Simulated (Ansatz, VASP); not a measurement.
# Zn5BiO in VASP and in Ansatz

```
Zn Bi O
1.0
     0.00000    4.06863    4.51342
     3.54889    0.00000    4.51342
     3.54889    4.06863    0.00000
Zn Bi O
5 1 1
Cartesian
  2.5610 4.9183 3.6296
  4.5368 4.9183 5.3973
  4.5368 3.2189 3.6296
  2.5610 3.2189 5.3973
  0.0000 0.0000 0.0000
  1.7744 2.0343 2.2567
  5.3233 6.1029 6.7701
```

Alike in both runs: functional PBE; k mesh 8 × 8 × 8; occupations gaussian, width 0.1 eV; no spin polarisation.

Ansatz relaxed the structure, and its values are those at the end. VASP's run is a single point on that final structure, the one shown.

|  | VASP | Ansatz |
| --- | --- | --- |
| version | VASP 6.6.1 | Ansatz 0.2.0 |
| potentials or method | VASP PAW PBE potentials, release 64 (Zn, Bi_d, O), cutoff 520 eV | scalar-relativistic, plane waves, PAW |
| valence electrons in the cell | 81 | 81 |

|  | VASP | Ansatz | Ansatz less VASP |
| --- | --- | --- | --- |
| gap on the k mesh at the Fermi level (eV) | none | none | - |
| pressure (GPa) | 0.3 | 0.0 | -0.30 |
| rms of the force components (eV/Å) | 0.021 | 0.000 | -0.0202 |

A gap of «none» marks a metal or a gap that the smearing closes. With one functional, cell and mesh, what is left measures potentials, basis and numerics.

Spin-orbit coupling is off throughout.
